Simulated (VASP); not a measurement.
Write the native input for VASP 6.6.1 that does the following.

```
Task                   : relaxation of cell and atoms
Functional             : PBE
Potentials or basis    : VASP PAW PBE potentials, release 64 (Bi_d)
Cutoff                 : 600 eV
k mesh                 : 18 × 18 × 10
Occupations            : gaussian, width 0.1 eV
Spin                   : no spin polarisation
Dipole correction      : no
Further INCAR settings : ALGO = Fast; EDIFF = 1e-06; IBRION = 2; EDIFFG = -0.01; NSW = 100; ISIF = 3
```

The structure of Bi lies in POSCAR:

```
Bi
1.0
    3.5077651426      0.0000000000      0.0000000000
   -1.7538825713      3.0378137240      0.0000000000
    0.0000000000      0.0000000000      5.8884880406
Bi
2
Direct
    0.3333333333      0.6666666667      0.2500000000
    0.6666666667      0.3333333333      0.7500000000
```

This isn't the form of Bi at room conditions, which is rhombohedral.

The input as run:

INCAR

```
SYSTEM = Bi
ALGO     = Fast           ! electronic algorithm
EDIFF    = 1E-6           ! SCF threshold, eV
EDIFFG   = -0.01          ! ionic threshold
ENCUT    = 600            ! plane-wave cutoff, eV
GGA      = PE             ! functional
IBRION   = 2              ! ionic algorithm
ISIF     = 3              ! what is computed and relaxed
ISMEAR   = 0              ! smearing method
LASPH    = .True.         ! aspherical terms in the spheres
LCHARG   = .False.        ! write CHGCAR
LREAL    = .False.        ! projectors in reciprocal space
LWAVE    = .False.        ! write WAVECAR
NELM     = 100            ! most SCF steps
NSW      = 100            ! ionic steps
PREC     = Accurate       ! precision mode
SIGMA    = 0.1            ! smearing width, eV
```

KPOINTS

```
k-points
0
Gamma
  18 18 10
  0 0 0
```

Potentials or basis: VASP PAW PBE potentials, release 64 (Bi_d).

Command:

```console
$ cat potpaw_PBE.64/Bi_d/POTCAR > POTCAR
$ mpirun -np 1 vasp_std > vasp.out
```

Results of the run:

The relaxed volume is 31.71 Å³/atom and the relaxed cell is a = 3.521 Å, b = 3.521 Å, c = 5.906 Å, α = 90.00°, β = 90.00°, γ = 120.00°. The space group after relaxing (to 0.1 Å) is P6_3/mmc (No. 194) and the energy gained by relaxing is 0.6 meV/atom. The ionic steps are 3 and the pressure after relaxing is 0.0 GPa. The band gap on the k mesh is zero (bands 15 and 16 overlap by 6.97 eV).

Caveat: spin-orbit coupling is left out, which moves the levels of the heavy elements.

Run time: 12 min on 1 thread of Intel Xeon 8259CL (shared host), peak memory 0.4 GiB.
